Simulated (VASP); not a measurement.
Input of a VASP 6.6.1 run:

Contents of POSCAR:

```
BP
1.0
    0.0000000000      2.2283485030      2.2283485030
    2.2283485030      0.0000000000      2.2283485030
    2.2283485030      2.2283485030      0.0000000000
B P
1 1
Direct
    0.0000000000      0.0000000000      0.0000000000
    0.7500000000      0.7500000000      0.7500000000
```

File INCAR.step1:

```
SYSTEM = BP
PREC     = Accurate       ! precision mode
ENCUT    = 520            ! plane-wave cutoff, eV
ISMEAR   = 0              ! smearing method
SIGMA    = 0.01           ! smearing width, eV
LREAL    = .False.        ! projectors in reciprocal space
LASPH    = .True.         ! aspherical terms in the spheres
NELM     = 80             ! most SCF steps
NBANDS   = 11             ! bands
GGA      = PE             ! functional
ALGO     = Normal         ! electronic algorithm
EDIFF    = 1E-4           ! SCF threshold, eV
LWAVE    = .True.         ! write WAVECAR
LCHARG   = .False.        ! write CHGCAR
```

INCAR.step2

```
SYSTEM = BP
PREC     = Accurate       ! precision mode
ENCUT    = 520            ! plane-wave cutoff, eV
EDIFF    = 1E-6           ! SCF threshold, eV
ISMEAR   = 0              ! smearing method
SIGMA    = 0.01           ! smearing width, eV
LREAL    = .False.        ! projectors in reciprocal space
LASPH    = .True.         ! aspherical terms in the spheres
NELM     = 80             ! most SCF steps
ALGO     = Normal         ! electronic algorithm
ISIF     = 2              ! what is computed and relaxed
LWAVE    = .False.        ! write WAVECAR
LCHARG   = .False.        ! write CHGCAR
METAGGA  = R2SCAN         ! meta-GGA
LMIXTAU  = .True.       
NBANDS   = 11             ! bands
ISTART   = 1
```

File KPOINTS:

```
Automatic mesh
0
Gamma
  8 8 8
  0 0 0
```

Potentials or basis: VASP PAW PBE potentials, release 64 (B, P).

Run with:

```sh
$ cat potpaw_PBE.64/B/POTCAR potpaw_PBE.64/P/POTCAR > POTCAR
$ cp INCAR.step1 INCAR
$ mpirun -np 1 vasp_std > vasp.out
$ cp INCAR.step2 INCAR
$ mpirun -np 1 vasp_std > vasp.out
```

What does it give for the pressure?

9.4 GPa.

What does it give for the band gap on the k mesh?

1.41 eV, indirect (least direct gap 3.73 eV).

Caveat: the PAW data sets were made with another functional, which shifts forces and pressure a little. A k mesh can miss the band edges.
